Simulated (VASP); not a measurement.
Input of a VASP 6.6.1 run:

The input INCAR:

```
ALGO = Fast ; EDIFF = 1E-6
EDIFFG = -0.01 ; ENCUT = 600
GGA = PE ; IBRION = 2
ISIF = 3 ; ISMEAR = 0
LASPH = True ; LCHARG = False
LREAL = False ; LWAVE = False
NELM = 60 ; NSW = 100
PREC = Accurate ; SIGMA = 0.1
```

File KPOINTS:

```
k-points
0
Gamma
  12 12 10
```

The input POSCAR:

```
Li2S3
1.0
    4.9523954025      0.0000000000      0.0000000000
   -2.4761977013      4.2889002282      0.0000000000
    0.0000000000      0.0000000000      3.8110719288
Li S
2 3
Direct
    0.6666666667      0.3333333333      0.5000000000
    0.3333333333      0.6666666667      0.5000000000
    0.7170452764      0.0000000000      0.0000000000
    0.2829547236      0.2829547236      0.0000000000
    0.0000000000      0.7170452764      0.0000000000
```

Potentials or basis: VASP PAW PBE potentials, release 64 (Li_sv, S).

Command:

```sh
$ cat potpaw_PBE.64/Li_sv/POTCAR potpaw_PBE.64/S/POTCAR > POTCAR
$ mpirun -np 1 vasp_std > vasp.out
```

Q: Predict the relaxed cell.

A: a = 4.959 Å, b = 4.959 Å, c = 3.800 Å, α = 90.00°, β = 90.00°, γ = 120.00°.

Q: Predict the space group after relaxing (to 0.1 Å).

A: P-62m (No. 189).

Final structure:
```
CELL_PARAMETERS angstrom
4.95854 0.00000 0.00000
-2.47927 4.29422 0.00000
0.00000 0.00000 3.80017
ATOMIC_POSITIONS crystal
Li 0.66667 0.33333 0.50000
Li 0.33333 0.66667 0.50000
S 0.71647 0.00000 0.00000
S 0.28353 0.28353 0.00000
S 0.00000 0.71647 0.00000
```
